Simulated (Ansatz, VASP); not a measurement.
## GaSb: VASP beside Ansatz

The input POSCAR:

```
GaSb
1.0
    0.0000000000      3.0590000000      3.0590000000
    3.2195975000      0.0000000000      3.0590000000
    3.2195975000      3.0590000000      0.0000000000
Ga Sb
1 1
Direct
    0.0000000000      0.0000000000      0.0000000000
    0.7500000000      0.7500000000      0.7500000000
```

The input INCAR.step1:

```
SYSTEM = GaSb
PREC = Accurate
ENCUT = 520
ISMEAR = 0
SIGMA = 0.05
LREAL = .FALSE.
LASPH = .TRUE.
NELM = 100
NBANDS = 16
GGA = PE
ALGO = Normal
EDIFF = 1E-4
LWAVE = .TRUE.
LCHARG = .FALSE.
```

Contents of INCAR.step2:

```
SYSTEM = GaSb
PREC = Accurate
ENCUT = 520
EDIFF = 1E-7
ISMEAR = 0
SIGMA = 0.05
LREAL = .FALSE.
LASPH = .TRUE.
NELM = 100
ALGO = Normal
ISIF = 2
LWAVE = .FALSE.
LCHARG = .TRUE.
METAGGA = R2SCAN
LMIXTAU = .TRUE.
LELF = .TRUE.
LVHAR = .TRUE.
NBANDS = 16
ISTART = 1
```

File KPOINTS:

```
Automatic mesh
0
G
  10 10 10
  0 0 0
```

Input for Ansatz:

```yaml
crystal:
  lattice:
    - [0.0, 3.059, 3.059]
    - [3.2195975, 0.0, 3.059]
    - [3.2195975, 3.059, 0.0]
  atoms:
    - { symbol: Ga, position: [0.0, 0.0, 0.0] }
    - { symbol: Sb, position: [0.75, 0.75, 0.75] }
basis:
  ecutwfc: 500
kpoints:
  mp_grid: { grid: [10, 10, 10] }
hamiltonian:
  xc: r2scan
scf:
  occupations: { method: gaussian, width: 0.05 }
output:
  forces: true
  stress: true
  eigenvalues: true
```

Change from the starting cell: strain +0.0525 x Voigt [1, 0, 0, 0, 0, 0], atoms carried along.

Alike in both runs: task single point; functional r2SCAN; k mesh 10 × 10 × 10; occupations gaussian, width 0.05 eV; no spin polarisation.

|  | VASP | Ansatz |
| --- | --- | --- |
| version | VASP 6.6.1 | Ansatz 0.2.0 |
| potentials or method | VASP PAW PBE potentials, release 64 (Ga_d, Sb), cutoff 520 eV | scalar-relativistic, plane waves, PAW |
| valence electrons in the cell | 18 | 28 |

|  | VASP | Ansatz | Ansatz less VASP |
| --- | --- | --- | --- |
| gap on the k mesh at the Fermi level (eV) | none | none | - |
| pressure (GPa) | -2.0 | -2.1 | -0.07 |
| traceless stress, the component that is largest in VASP (GPa) | -1.77 | -1.78 | -0.008 |

VASP's potentials were made for PBE, not for r2SCAN. A gap of «none» marks a metal or a gap that the smearing closes. VASP's potentials hold 18 valence electrons a cell and Ansatz's 28, so a difference there can come from the potentials and not from the codes.

Neither program's run includes spin-orbit coupling.
